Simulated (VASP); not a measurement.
Wanted: the native input for a VASP 6.6.1 run.

- Task: relaxation of cell and atoms
- Functional: PBEsol
- Potentials or basis: VASP PAW PBE potentials, release 64 (Hf_pv)
- Cutoff: 600 eV
- k mesh: 8 × 8 × 11
- Occupations: methfessel-paxton, width 0.1 eV
- Spin: no spin polarisation
- Dipole correction: no
- Further INCAR settings: ALGO = Normal; EDIFF = 1e-06; IBRION = 2; EDIFFG = -0.05; NSW = 80; ISIF = 3

The structure of Hf lies in POSCAR:

```
Hf
1.0
    4.9623300000      0.0000000000      0.0000000000
   -2.4811650000      4.2975030000      0.0000000000
    0.0000000000      0.0000000000      3.0862320000
Hf
3
Direct
    0.6666666667      0.3333333333      0.5000000000
    0.3333333333      0.6666666667      0.5000000000
    0.0000000000      0.0000000000      0.0000000000
```

This isn't the form of Hf at room conditions, which is hcp.

These files were run (other wordings do the same):

INCAR

```
SYSTEM = Hf
PREC = Accurate
ENCUT = 600
EDIFF = 1E-6
ISMEAR = 1
SIGMA = 0.1
LREAL = .FALSE.
LASPH = .TRUE.
NELM = 100
ALGO = Normal
ISIF = 3
LWAVE = .FALSE.
LCHARG = .FALSE.
GGA = PS
IBRION = 2
NSW = 80
EDIFFG = -0.05
```

KPOINTS

```
Automatic mesh
0
G
  8 8 11
  0 0 0
```

Potentials or basis: VASP PAW PBE potentials, release 64 (Hf_pv).

Command:

```console
$ cat potpaw_PBE.64/Hf_pv/POTCAR > POTCAR
$ mpirun -np 1 vasp_std > vasp.out
```

Results of the run:

```
Relaxed volume                        : 21.32 Å³/atom
Relaxed cell                          : a = 4.913 Å, b = 4.913 Å, c = 3.059 Å, α = 90.00°, β = 90.00°, γ = 120.00°
Space group after relaxing (to 0.1 Å) : P6/mmm (No. 191)
Energy gained by relaxing             : 6.4 meV/atom
Ionic steps                           : 3
Pressure after relaxing               : 0.0 GPa
Band gap on the k mesh                : zero (bands 15 and 16 overlap by 0.98 eV)
```

Caveat: the PAW data sets were made with another functional, which shifts forces and pressure a little; spin-orbit coupling is left out, which moves the levels of the heavy elements.

It took 4.4 min on 1 thread of Intel Xeon 8259CL, with other jobs on the host, peak memory 0.26 GiB.
